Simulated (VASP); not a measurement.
## Fe: single point with PBEsol+U

The system is Fe.

```xyz
2
Lattice="2.4342 0.0000 0.0000 -1.2171 2.1080 0.0000 0.0000 0.0000 3.8419" Properties=species:S:1:pos:R:3 pbc="T T T"
Fe    1.2171    0.7027    2.8815
Fe    0.0000    1.4054    0.9605
```

```json
{"Program": "VASP 6.6.1", "Task": "single point", "Functional": "PBEsol", "Potentials or basis": "VASP PAW PBE potentials, release 64 (Fe)", "Cutoff": "520 eV", "k mesh": "10 × 10 × 5", "Occupations": "fermi-dirac, width 0.05 eV", "Spin": "no spin polarisation", "Hubbard terms": "Fe d U = 4.0 eV"}
```

The pressure is -13.3 GPa. The band gap on the k mesh is zero (band 8 reaches 7.67 eV, above the bottom of band 9 at 5.62 eV).

Stress tensor (GPa, compression positive):
```
-11.89   0.00   0.00
  0.00 -11.89   0.00
  0.00   0.00 -16.03
```

Levels at points of the mesh, in eV from the Fermi level:
| k point | band 4 | band 5 | band 6 | band 7 | band 8 | band 9 | band 10 | band 11 | band 12 | band 13 |
| --- | --- | --- | --- | --- | --- | --- | --- | --- | --- | --- |
| (0.00, 0.00, 0.00) | -1.79 | -1.57 | -1.29 | -1.29 | -1.00 | -1.00 | 0.66 | 0.66 | 0.94 | 9.30 |
| (0.50, 0.00, 0.00) | -2.18 | -1.91 | -1.64 | -1.07 | 0.83 | 1.05 | 1.07 | 2.94 | 5.22 | 11.78 |

Eigenvalues of the final occupation matrices:
```
    site  spin  trace               eigenvalues
site 1 d     1   3.25  0.63 0.65 0.65 0.66 0.66
site 1 d     2   3.25  0.63 0.65 0.65 0.66 0.66
site 2 d     1   3.25  0.63 0.65 0.65 0.66 0.66
site 2 d     2   3.25  0.63 0.65 0.65 0.66 0.66
```

It took 11 s on 1 thread of Intel Xeon 6975P-C, on a shared host, peak memory 0.13 GiB.

Caveat: the PAW data sets were made with another functional, which shifts forces and pressure a little; the run has no spin polarisation, though such a crystal can be magnetic; U without spin polarisation on a metal has little footing; the U is typed as a test and isn't derived for this compound. Spin polarisation is off, so any magnetic state and its effect on volume and gap are missing.
